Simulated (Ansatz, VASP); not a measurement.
## CsSnI3 in VASP and in Ansatz

```
Cs Sn I
1.0
     6.29879    0.00000    0.00000
     0.00000    6.29879    0.00000
     0.00000    0.00000    6.39187
Cs Sn I
1 1 3
Direct
  0.00000 0.00000 0.00000
  0.50000 0.50000 0.50000
  0.00000 0.50000 0.50000
  0.50000 0.00000 0.50000
  0.50000 0.50000 0.00000
```

Change from the starting cell: strain +0.015 along x and y, +0.030 along z, atoms carried along.

Alike in both runs: task single point; functional PBE; k mesh 6 × 6 × 6; occupations gaussian, width 0.03 eV; no spin polarisation.

|  | VASP | Ansatz |
| --- | --- | --- |
| version | VASP 6.6.1 | Ansatz 0.2.0 |
| potentials or method | VASP PAW PBE potentials, release 64 (Cs_sv, Sn_d, I), cutoff 520 eV | scalar-relativistic, plane waves, PAW |
| valence electrons in the cell | 44 | 74 |

```csv
,VASP,Ansatz,Ansatz less VASP
gap on the k mesh at the Fermi level (eV),0.50,0.51,+0.005
least direct gap on the mesh (eV),0.50,0.51,+0.005
pressure (GPa),-0.3,-0.3,0.00
"traceless stress, the component that is largest in VASP (GPa)",-0.27,-0.27,0.000
```

VASP's potentials hold 44 valence electrons a cell and Ansatz's 74, so a difference there can come from the potentials and not from the codes.

Neither program's run includes spin-orbit coupling.
